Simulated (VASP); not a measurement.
Wanted: the native input for a VASP 6.6.1 run.

```
Task                   : single point
Functional             : LDA
Potentials or basis    : VASP PAW LDA potentials, release 64 (Mo_sv)
Cutoff                 : 520 eV
k mesh                 : 16 × 16 × 16
Occupations            : fermi-dirac, width 0.15 eV
Spin                   : no spin polarisation
Dipole correction      : no
Further INCAR settings : ALGO = Normal; EDIFF = 1e-07; NBANDS = 13
```

The structure of Mo lies in POSCAR:

```
Mo
1.0
   -1.5557731865      1.5557731865      1.5557731865
    1.5557731865     -1.5557731865      1.5557731865
    1.5557731865      1.5557731865     -1.5557731865
Mo
1
Direct
    0.0000000000      0.0000000000      0.0000000000
```

The input as run:

INCAR

```
ALGO     = Normal         # electronic algorithm
EDIFF    = 1E-7           # SCF threshold, eV
ENCUT    = 520            # plane-wave cutoff, eV
ISIF     = 2              # what is computed and relaxed
ISMEAR   = -1             # smearing method
LASPH    = T              # aspherical terms in the spheres
LCHARG   = T              # write CHGCAR
LELF     = T              # ELF
LREAL    = F              # projectors in reciprocal space
LVHAR    = T            
LWAVE    = F              # write WAVECAR
NBANDS   = 13             # bands
NELM     = 60             # most SCF steps
PREC     = Accurate       # precision mode
SIGMA    = 0.15           # smearing width, eV
```

KPOINTS

```
k-points
0
Gamma
  16 16 16
```

Potentials or basis: VASP PAW LDA potentials, release 64 (Mo_sv).

The run is started by

```sh
$ cat potpaw_LDA.64/Mo_sv/POTCAR > POTCAR
$ mpirun -np 1 vasp_std > vasp.out
```

Results of the run:

```yaml
Pressure: 1.2 GPa
Band_gap_on_the_k_mesh: zero (band 7 reaches 17.31 eV, above the bottom of band 8 at 11.63 eV)
```

Wall time 53 s on 1 thread of AMD EPYC 7R13 (shared host), peak memory 0.11 GiB.
